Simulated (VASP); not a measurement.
# TaN (I4/mmm) in VASP: further runs

Runs on TaN. Level: PBEsol. Tasks: electric field gradients.

Everything below comes from runs of VASP 6.6.1. Logs are shortened: lines on timing, memory, paths and dates and some standing lists are left out, and cuts for length are marked.

### Step 1. The cell of the first run

The structure is tetragonal, space group I4/mmm (No. 139). The conventional cell has a = 3.051 Å, b = 3.051 Å, c = 4.358 Å, α = 90.00°, β = 90.00°, γ = 90.00°. Ta (site symmetry 4/mmm) has 6 N at 2.16 to 2.18 Å within 2.9 Å. N (site symmetry 4/mmm) has 6 Ta at 2.16 to 2.18 Å within 2.9 Å.

### Step 2. Electric field gradients, PBEsol (equal xx and yy strain of -1 %)

Input file INCAR:

```
ALGO = Normal
EDIFF = 1E-8
ENCUT = 520
GGA = PS
ISIF = 2
ISMEAR = -1
LASPH = True
LCHARG = False
LEFG = True
LREAL = False
LWAVE = False
NBANDS = 15
NELM = 80
PREC = Accurate
SIGMA = 0.02
```

Input file KPOINTS:

```
k-points
0
Gamma
  9 9 9
```

Input file POSCAR:

```
TaN
1.0
    0.0000000000      2.1572100000      2.1790000000
    2.1572100000      0.0000000000      2.1790000000
    2.1572100000      2.1572100000      0.0000000000
Ta N
1 1
Direct
    0.5000000000      0.5000000000      0.5000000000
    0.0000000000      0.0000000000      0.0000000000
```

Potentials or basis: VASP PAW PBE potentials, release 64 (Ta_pv, N).

The run is started by

```sh
cat potpaw_PBE.64/Ta_pv/POTCAR potpaw_PBE.64/N/POTCAR > POTCAR
mpirun -np 1 vasp_std > vasp.out
```

OUTCAR:

```text
EDIFF = 1E-8
   ENCUT = 520
   GGA = PS
   ISIF = 2
   ISMEAR = -1
   LASPH = True
   LREAL = False
   NELM = 80
   PREC = Accurate

 ion  position               nearest neighbor table
   1  0.500  0.500  0.500-   2 2.16   2 2.16   2 2.16   2 2.16   2 2.18   2 2.18
   2  0.000  0.000  0.000-   1 2.16   1 2.16   1 2.16   1 2.16   1 2.18   1 2.18

  LATTYP: Found a body centered tetragonal cell.
 ALAT       =     3.0507556389
 C/A-ratio  =     1.4284985479

  Lattice vectors:

 A1 = (  -2.1572100000,   0.0000000000,   2.1790000000)
 A2 = (   2.1572100000,   0.0000000000,   2.1790000000)
 A3 = (   0.0000000000,   2.1572100000,  -2.1790000000)

Analysis of symmetry for initial positions (statically):
=====================================================================
 Subroutine PRICEL returns:
 Original cell was already a primitive cell.

 Routine SETGRP: Setting up the symmetry group for a
 body centered tetragonal supercell.

 Subroutine GETGRP returns: Found 16 space group operations
 (whereof 16 operations were pure point group operations)
 out of a pool of 16 trial point group operations.

The static configuration has the point symmetry D_4h.

Analysis of symmetry for dynamics (positions and initial velocities):
=====================================================================
 Subroutine PRICEL returns:
 Original cell was already a primitive cell.

 Routine SETGRP: Setting up the symmetry group for a
 body centered tetragonal supercell.

 Subroutine GETGRP returns: Found 16 space group operations
 (whereof 16 operations were pure point group operations)
 out of a pool of 16 trial point group operations.

The dynamic configuration has the point symmetry D_4h.

 Subroutine INISYM returns: Found 16 space group operations
 (whereof 16 operations are pure point group operations),
 and found     1 'primitive' translations

----------------------------------------------------------------------------------------

                                     Primitive cell

  volume of cell :      20.2802

  direct lattice vectors                    reciprocal lattice vectors
     0.000000000  2.157210000  2.179000000    -0.231780865  0.231780865  0.229463056
     2.157210000  0.000000000  2.179000000     0.231780865 -0.231780865  0.229463056
     2.157210000  2.157210000  0.000000000     0.231780865  0.231780865 -0.229463056

  length of vectors
     3.066202209  3.066202209  3.050755639     0.400122523  0.400122523  0.400122523

  position of ions in fractional coordinates (direct lattice)
     0.500000000  0.500000000  0.500000000
     0.000000000  0.000000000  0.000000000

  ion indices of the primitive-cell ions
   primitive index   ion index
                 1           1
                 2           2

----------------------------------------------------------------------------------------

 KPOINTS: k-points

Automatic generation of k-mesh.
 Grid dimensions read from file:
 generate k-points for:    9    9    9

 Generating k-lattice:

  Cartesian coordinates                     Fractional coordinates (reciprocal lattice)
    -0.025753429  0.025753429  0.025495895     0.111111111  0.000000000  0.000000000
     0.025753429 -0.025753429  0.025495895     0.000000000  0.111111111  0.000000000
     0.025753429  0.025753429 -0.025495895    -0.000000000 -0.000000000  0.111111111

  Length of vectors
     0.044458058  0.044458058  0.044458058

  Shift w.r.t. Gamma in fractional coordinates (k-lattice)
     0.000000000  0.000000000  0.000000000

 Subroutine IBZKPT returns following result:
 ===========================================

 Found     75 irreducible k-points:

 Following reciprocal coordinates:
            Coordinates               Weight
  0.000000  0.000000  0.000000      1.000000
  0.111111  0.000000  0.000000      8.000000
  0.222222  0.000000  0.000000      8.000000
  0.333333  0.000000  0.000000      8.000000
  0.444444  0.000000  0.000000      8.000000
  0.111111  0.111111  0.000000      2.000000
[... 16 lines left out ...]
 -0.333333  0.333333  0.000000      4.000000
  0.444444  0.444444  0.000000      2.000000
 [... further k-points ...]
   k-points           NKPTS =     75   k-points in BZ     NKDIM =     75   number of bands    NBANDS=     15
   number of dos      NEDOS =    301   number of ions     NIONS =      2
   total plane-waves  NPLWV =  13824
   dimension x,y,z NGX =    24 NGY =   24 NGZ =   24
   dimension x,y,z NGXF=    48 NGYF=   48 NGZF=   48
   ions per type =               1   1
   NGX,Y,Z   is equivalent  to a cutoff of  13.01, 13.01, 13.08 a.u.
   NGXF,Y,Z  is equivalent  to a cutoff of  26.03, 26.03, 26.16 a.u.
 SYSTEM =  unknown system
   PREC   = accura    normal or accurate (medium, high low for compatibility)
   ISTART =      0    job   : 0-new  1-cont  2-samecut
   ICHARG =      2    charge: 1-file 2-atom 10-const
   ISPIN  =      1    spin polarized calculation?
   LNONCOLLINEAR =      F non collinear calculations
   LSORBIT =      F    spin-orbit coupling
   LASPH  =      T    aspherical Exc in radial PAW
   ENCUT  =  520.0 eV  38.22 Ry    6.18 a.u.   5.70  5.70  5.67*2*pi/ulx,y,z
   NELM   =     80;   NELMIN=  2; NELMDL= -5     # of ELM steps
   EDIFF  = 0.1E-07   stopping-criterion for ELM
   LREAL  =      F    real-space projection
   EDIFFG = 0.1E-06   stopping-criterion for IOM
   NSW    =      0    number of steps for IOM
   IBRION =     -1    ionic relax: 0-MD 1-quasi-New 2-CG
   NFREE  =      0    steps in history (QN), initial steepest desc. (CG)
   ISIF   =      2    stress and relaxation
   ISYM   =      2    0-nonsym 1-usesym 2-fastsym
   POTIM  = 0.5000    time-step for ionic-motion
   TEBEG  =    0.0;   TEEND  =   0.0 temperature during run
   PSTRESS=    0.0 pullay stress
   NELECT =      16.0000    total number of electrons
   NUPDOWN=      -1.0000    fix difference up-down
   EMIN   =  10.00;   EMAX   =-10.00  energy-range for DOS
   EFERMI =   0.00;   METHOD = LEGACY
   ISMEAR =    -1;   SIGMA  =   0.02  broadening in eV -4-tet -1-fermi 0-gaus
   EFERMI_NEDOS =   21; number of points for ismear=-14 and -15
   IALGO  =     38    algorithm
   IMIX   =      4    mixing-type and parameters
     AMIX     =   0.40;   BMIX     =  1.00
     AMIX_MAG =   1.60;   BMIX_MAG =  1.00
  volume/ion in A,a.u.               =      10.14        68.43
  Fermi-wavevector in a.u.,A,eV,Ry     =   1.512716  2.858619 31.134353  2.288310
  Thomas-Fermi vector in A             =   2.622603
   LORBIT       =      0    0 simple, 1 ext, 2 COOP (PROOUT), +10 PAW based schemes
   GGA     = PS    functional components
   LHFCALC =     F    Hartree Fock is set to
   AEXX    =    0.0000 exact exchange contribution
   IVDW    =     0    specifies the selected vdW correction
   LEPSILON=     F    determine dielectric tensor
   LRPA    =     F    only Hartree local field effects (RPA)
 non-spin polarized calculation
  energy-cutoff  :      520.00
  volume of cell :       20.28
 maximum number of plane-waves:       558
   NGX = 11   NGY = 11   NGZ = 11

 number of electron      15.9999998 magnetization

 Free energy of the ion-electron system (eV)
  ---------------------------------------------------
  ext. energy  EPLUGINS =         0.00000000
  ---------------------------------------------------
  free energy    TOTEN  =       -23.18059480 eV

  energy without entropy =      -23.17935436  energy(sigma->0) =      -23.17997458

 E-fermi :   9.7997     XC(G=0): -13.8524

 val. band max:        9.7478943803   @ k =  -0.4444   0.2222   0.1111
 cond. band min:       9.8025619022   @ k =  -0.2222  -0.0000   0.2222
 fundamental gap:      0.0546675219
 Fermi energy:         9.7996728300

 k-point     1 :       0.0000    0.0000    0.0000
  band No.  band energies     occupation
      1     -25.7041      2.00000
      2     -25.6946      2.00000
      3     -25.6946      2.00000
      4      -9.2815      2.00000
      5       5.9551      2.00000
      6       6.0086      2.00000
      7       6.0086      2.00000
      8       7.5700      2.00000
      9       7.6955      2.00000
     10       7.6955      2.00000
     11       9.8571      0.10742
     12      10.0302      0.00002
     13      11.9076      0.00000
     14      19.3160      0.00000
     15      22.3881      0.00000

 k-point     2 :       0.1111    0.0000    0.0000
  band No.  band energies     occupation
      1     -25.8288      2.00000
      2     -25.7133      2.00000
      3     -25.7051      2.00000
      4      -8.9534      2.00000
      5       4.6317      2.00000
      6       5.0186      2.00000
      7       5.0581      2.00000
      8       8.0744      2.00000
      9       8.1441      2.00000
     10       8.2111      2.00000
     11      11.0418      0.00000
     12      11.2308      0.00000
     13      12.7422      0.00000
     14      20.2744      0.00000
     15      22.3875      0.00000

 k-point     3 :       0.2222    0.0000    0.0000
  band No.  band energies     occupation
      1     -26.1463      2.00000
      2     -25.7446      2.00000
      3     -25.7317      2.00000
      4      -8.0828      2.00000
      5       2.5114      2.00000
      6       3.6317      2.00000
      7       3.6608      2.00000
      8       8.8883      2.00000
      9       9.1437      2.00000
     10       9.1679      2.00000
     11      13.3391      0.00000
     12      13.5700      0.00000
     13      14.3845      0.00000
     14      22.3068      0.00000
     15      22.4157      0.00000
[... 343 lines left out ...]
 k-point    23 :      -0.3333    0.3333    0.0000
  band No.  band energies     occupation
      1     -26.3797      2.00000
      2     -26.3214      2.00000
      3     -25.8869      2.00000
      4      -6.9020      2.00000
      5       1.0847      2.00000
      6       2.8267      2.00000
      7       2.8877      2.00000
      8       9.0720      2.00000
      9      11.9752      0.00000
     10      11.9789      0.00000
     11      14.2788      0.00000
     12      16.8725      0.00000
     13      20.0194      0.00000
     14      21.4657      0.00000
     15      21.6718      0.00000

 k-point    24 :       0.4444    0.4444    0.0000
  band No.  band energies     occupation
      1     -26.5476      2.00000
      2     -26.0140      2.00000
      3     -26.0140      2.00000
      4      -7.9559      2.00000
      5       2.8659      2.00000
      6       4.1729      2.00000
      7       5.1961      2.00000
      8       5.1961      2.00000
      9      12.0824      0.00000
     10      13.6885      0.00000
     11      13.6885      0.00000
     12      14.8462      0.00000
     13      17.4980      0.00000
     14      19.4794      0.00000
     15      22.4057      0.00000

 [... further k-points ...]
[... 5 lines left out ...]
  --------------------------------------------------------------------------------------
  -------------------------------------------------------------------------------------
  Total        2.0920934      2.0920934      0.9562615      0.0000000     -0.0000000     -0.0000000
  in kB      165.2797230    165.2797230     75.5466468      0.0000000     -0.0000000     -0.0000000
  external PRESSURE =     135.3686976 kB  Pullay stress =       0.0000000 kB

 VOLUME and BASIS-vectors are now :
 -----------------------------------------------------------------------------
  energy-cutoff  :      520.00
  volume of cell :       20.28
      direct lattice vectors                 reciprocal lattice vectors
     0.000000000  2.157210000  2.179000000    -0.231780865  0.231780865  0.229463056
     2.157210000  0.000000000  2.179000000     0.231780865 -0.231780865  0.229463056
     2.157210000  2.157210000  0.000000000     0.231780865  0.231780865 -0.229463056

 POSITION                                       TOTAL-FORCE (eV/Angst)
 -----------------------------------------------------------------------------------
      2.15721      2.15721      2.17900         0.000000     -0.000000     -0.000000
      0.00000      0.00000      0.00000        -0.000000      0.000000      0.000000
 -----------------------------------------------------------------------------------
    total drift:                                0.000000     -0.000000     -0.000000

  FREE ENERGIE OF THE ION-ELECTRON SYSTEM (eV)
  ---------------------------------------------------
  free  energy   TOTEN  =       -23.1805948003 eV

  energy  without entropy=      -23.1793543627  energy(sigma->0) =      -23.17997458

 Electric field gradients (V/A^2)
---------------------------------------------------------------------
 ion       V_xx      V_yy      V_zz      V_xy      V_xz      V_yz
---------------------------------------------------------------------
   1     -24.381   -24.381    48.761     0.001     0.000     0.000
   2      -1.766    -1.766     3.533    -0.000    -0.000    -0.000
---------------------------------------------------------------------

 Electric field gradients after diagonalization (V/A^2)
 (convention: |V_zz| > |V_xx| > |V_yy|)
----------------------------------------------------------------------
 ion       V_xx      V_yy      V_zz     asymmetry (V_yy - V_xx)/ V_zz
----------------------------------------------------------------------
   1     -24.381   -24.380    48.761       0.000
   2      -1.767    -1.766     3.533       0.000
----------------------------------------------------------------------

           NMR quadrupolar parameters

 Cq : quadrupolar parameter    Cq=e*Q*V_zz/h
 eta: asymmetry parameters     (V_yy - V_xx)/ V_zz
 Q  : nuclear electric quadrupole moment in mb (millibarn)
----------------------------------------------------------------------
 ion       Cq(MHz)       eta       Q (mb)
----------------------------------------------------------------------
   1       0.118       0.000       1.000
   2       0.009       0.000       1.000
----------------------------------------------------------------------
```

Wall time 25 s (1 thread of AMD EPYC 7R43 (Zen 3), shared host); peak memory 0.12 GiB.

Results:

```yaml
Free_energy: -23.1806 eV
Pressure: 13.5 GPa
Band_gap_on_the_k_mesh: zero (band 8 reaches 11.59 eV, above the bottom of band 9 at 7.70 eV)
```

Electric field gradients, principal values (V/Å²):
```tsv
atom	least	middle	greatest (by size)
1 Ta	-24.380	-24.381	48.761
2 N	-1.766	-1.767	3.533
```

Caveat: the cell differs from its parent crystal (equal xx and yy strain of -1 %); without QUAD_EFG the Cq values of the log hold for a quadrupole moment of 1 mb, not for the nuclei; the PAW data sets were made with another functional, which shifts forces and pressure a little; spin-orbit coupling is left out, which moves the levels of the heavy elements.

### Step 3. Electric field gradients, PBEsol (equal xx and yy strain of -1 %)

Input file INCAR:

```
SYSTEM = TaN
PREC = Accurate
ENCUT = 520
EDIFF = 1E-8
ISMEAR = -1
SIGMA = 0.02
LREAL = .False.
LASPH = .True.
NELM = 80
ALGO = Normal
ISIF = 2
LWAVE = .False.
LCHARG = .False.
GGA = PS
LEFG = .True.
NBANDS = 15
```

Input file KPOINTS:

```
regular mesh
0
Gamma
  9 9 9
  0 0 0
```

POSCAR is that of step 2.

Potentials or basis: VASP PAW PBE potentials, release 64 (Ta_pv, N).

The run is started by

```sh
cat potpaw_PBE.64/Ta_pv/POTCAR potpaw_PBE.64/N/POTCAR > POTCAR
mpirun -np 1 vasp_std > vasp.out
```

OUTCAR:

```text
SYSTEM = TaN
   PREC = Accurate
   ENCUT = 520
   EDIFF = 1E-8
   ISMEAR = -1
   LREAL = .False.
   LASPH = .True.
   NELM = 80
   ISIF = 2
   GGA = PS

 ion  position               nearest neighbor table
   1  0.500  0.500  0.500-   2 2.16   2 2.16   2 2.16   2 2.16   2 2.18   2 2.18
   2  0.000  0.000  0.000-   1 2.16   1 2.16   1 2.16   1 2.16   1 2.18   1 2.18

  LATTYP: Found a body centered tetragonal cell.
 ALAT       =     3.0507556389
 C/A-ratio  =     1.4284985479

  Lattice vectors:

[... 645 lines left out ...]
  ---------------------------------------------------
  free  energy   TOTEN  =       -23.1805948003 eV

  energy  without entropy=      -23.1793543627  energy(sigma->0) =      -23.17997458

 Electric field gradients (V/A^2)
---------------------------------------------------------------------
 ion       V_xx      V_yy      V_zz      V_xy      V_xz      V_yz
---------------------------------------------------------------------
   1     -24.381   -24.381    48.761     0.001     0.000     0.000
   2      -1.766    -1.766     3.533    -0.000    -0.000    -0.000
---------------------------------------------------------------------

 Electric field gradients after diagonalization (V/A^2)
 (convention: |V_zz| > |V_xx| > |V_yy|)
----------------------------------------------------------------------
 ion       V_xx      V_yy      V_zz     asymmetry (V_yy - V_xx)/ V_zz
----------------------------------------------------------------------
   1     -24.381   -24.380    48.761       0.000
   2      -1.767    -1.766     3.533       0.000
----------------------------------------------------------------------

           NMR quadrupolar parameters

 Cq : quadrupolar parameter    Cq=e*Q*V_zz/h
 eta: asymmetry parameters     (V_yy - V_xx)/ V_zz
 Q  : nuclear electric quadrupole moment in mb (millibarn)
----------------------------------------------------------------------
 ion       Cq(MHz)       eta       Q (mb)
----------------------------------------------------------------------
   1       0.118       0.000       1.000
   2       0.009       0.000       1.000
----------------------------------------------------------------------
```

stdout:

```text
POSCAR found type information on POSCAR TaN
 POSCAR found :  2 types and       2 ions
 scaLAPACK will be used
 -----------------------------------------------------------------------------
|                                                                             |
|                                                                             |
|     You enforced a specific xc type in the INCAR file but a different       |
|     I HOPE YOU KNOW WHAT YOU ARE DOING!                                     |
|                                                                             |
 -----------------------------------------------------------------------------

 LDA part: xc-table for (Slater+PW92), standard interpolation
 POSCAR, INCAR and KPOINTS ok, starting setup
 FFT: planning ... GRIDC
 FFT: planning ... GRID_SOFT
 FFT: planning ... GRID
 WAVECAR not read
 entering main loop
ion   1

ion   2
```

Run time: 25 s. Hardware: 1 thread of AMD EPYC 7R43 (Zen 3), shared host; peak memory 0.12 GiB.

What came out:

| Quantity | Value |
| --- | --- |
| Free energy | -23.1806 eV |
| Pressure | 13.5 GPa |
| Band gap on the k mesh | zero (band 8 reaches 11.59 eV, above the bottom of band 9 at 7.70 eV) |

Electric field gradients, principal values (V/Å²):
| atom | least | middle | greatest (by size) |
| --- | --- | --- | --- |
| 1 Ta | -24.380 | -24.381 | 48.761 |
| 2 N | -1.766 | -1.767 | 3.533 |

Caveat: the cell differs from its parent crystal (equal xx and yy strain of -1 %); without QUAD_EFG the Cq values of the log hold for a quadrupole moment of 1 mb, not for the nuclei; the PAW data sets were made with another functional, which shifts forces and pressure a little; spin-orbit coupling is left out, which moves the levels of the heavy elements.
